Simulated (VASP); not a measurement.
# Cs: single point with PBE

Crystal: Cs.

```
CELL_PARAMETERS angstrom
0.00000 5.85035 5.85035
5.85035 0.00000 5.85035
5.85035 5.85035 0.00000
ATOMIC_POSITIONS crystal
Cs 0.00000 0.00000 0.00000
Cs 0.25000 0.25000 0.25000
```

```
Program                : VASP 6.6.1
Task                   : single point
Functional             : PBE
Potentials or basis    : VASP PAW PBE potentials, release 64 (Cs_sv)
Cutoff                 : 520 eV
k mesh                 : 9 × 9 × 9
Occupations            : fermi-dirac, width 0.0612256 eV
Spin                   : no spin polarisation
Dipole correction      : no
Further INCAR settings : ALGO = Normal; EDIFF = 1e-06; NBANDS = 16
```

```
Pressure               : 0.0 GPa
Band gap on the k mesh : 0.03 eV, direct
```

Levels at points of the mesh, in eV from the valence-band top:
| k point | band 5 | band 6 | band 7 | band 8 | band 9 | band 10 | band 11 | band 12 | band 13 | band 14 |
| --- | --- | --- | --- | --- | --- | --- | --- | --- | --- | --- |
| (0.00, 0.00, 0.00) | -11.14 | -11.07 | -11.07 | -11.07 | -1.20 | 1.35 | 1.35 | 1.35 | 1.38 | 1.38 |

Wall time 10 min on 1 thread of Oxide Virtual Turin-like Processor, on a shared host, peak memory 0.61 GiB.

Caveat: spin-orbit coupling is left out, which moves the levels of the heavy elements. A k mesh can miss the band edges.
